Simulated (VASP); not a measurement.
Set up this calculation in VASP 6.6.1, as the native input.

```
Task                    : density of states
Functional              : PBEsol
Potentials or basis     : VASP PAW PBE potentials, release 64 (Ti_sv)
Cutoff                  : 520 eV
k mesh                  : 16 × 16 × 16
Occupations             : fermi-dirac, width 0.1 eV
Spin                    : no spin polarisation
Dipole correction       : no
k mesh for the DOS      : 24 × 24 × 24
Occupations for the DOS : tetrahedron
Further INCAR settings  : ALGO = Normal; EDIFF = 1e-06; NBANDS = 12
```

The system is Ti.

```xyz
1
Lattice="0.0000 2.0296 2.0296 2.0296 0.0000 2.0296 2.0296 2.0296 0.0000" Properties=species:S:1:pos:R:3 pbc="T T T"
Ti    0.0000    0.0000    0.0000
```

One way to write it, as run:

POSCAR

```
Ti
1.0
    0.0000000000      2.0296139257      2.0296139257
    2.0296139257      0.0000000000      2.0296139257
    2.0296139257      2.0296139257      0.0000000000
Ti
1
Direct
    0.0000000000      0.0000000000      0.0000000000
```

INCAR.step1

```
ALGO = Normal ; EDIFF = 1E-6
ENCUT = 520 ; GGA = PS
ISIF = 2 ; ISMEAR = -1
LASPH = T ; LCHARG = T
LMAXMIX = 4 ; LREAL = F
LWAVE = F ; NBANDS = 12
NELM = 80 ; PREC = Accurate
SIGMA = 0.1
```

KPOINTS.step1

```
k-points
0
Gamma
  16 16 16
```

INCAR.step2

```
ALGO = Normal ; EDIFF = 1E-6
ENCUT = 520 ; GGA = PS
ICHARG = 11 ; ISIF = 2
ISMEAR = -5 ; LASPH = T
LCHARG = F ; LMAXMIX = 4
LORBIT = 11 ; LREAL = F
LWAVE = F ; NBANDS = 12
NEDOS = 1001 ; NELM = 80
PREC = Accurate ; SIGMA = 0.1
```

KPOINTS.step2

```
k-points
0
Gamma
  24 24 24
```

Potentials or basis: VASP PAW PBE potentials, release 64 (Ti_sv).

Run with:

```bash
$ cat potpaw_PBE.64/Ti_sv/POTCAR > POTCAR
$ cp INCAR.step1 INCAR
$ cp KPOINTS.step1 KPOINTS
$ mpirun -np 1 vasp_std > vasp.out
$ cp INCAR.step2 INCAR
$ cp KPOINTS.step2 KPOINTS
$ mpirun -np 1 vasp_std > vasp.out
```

Results of the run:

```
Valence electrons inside the program's atomic spheres : Ti 10.30
```

Run time: 94 s on 1 thread of Intel Xeon 8259CL (shared host), peak memory 0.2 GiB.
